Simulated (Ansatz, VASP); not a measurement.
**GaP in VASP and in Ansatz**

```xyz
2
Lattice="0.0000 2.7530 2.7530 2.7530 0.0000 2.7530 2.7530 2.7530 0.0000" Properties=species:S:1:pos:R:3 pbc="T T T"
Ga    0.0000    0.0000    0.0000
P     1.3765    1.3765    1.3765
```

Alike in both runs: functional PBE; k mesh 8 × 8 × 8; occupations gaussian, width 0.02 eV; no spin polarisation.

Ansatz relaxed the structure, and its values are those at the end. VASP's run is a single point on that final structure, the one shown.

|  | VASP | Ansatz |
| --- | --- | --- |
| version | VASP 6.6.1 | Ansatz 0.2.0 |
| potentials or method | VASP PAW PBE potentials, release 64 (Ga_d, P), cutoff 500 eV | scalar-relativistic, plane waves, PAW |
| valence electrons in the cell | 18 | 18 |

|  | VASP | Ansatz | Ansatz less VASP |
| --- | --- | --- | --- |
| gap on the k mesh at the Fermi level (eV) | 1.58 | 1.58 | +0.003 |
| least direct gap on the mesh (eV) | 1.58 | 1.58 | +0.003 |
| pressure (GPa) | -0.1 | 0.0 | +0.08 |
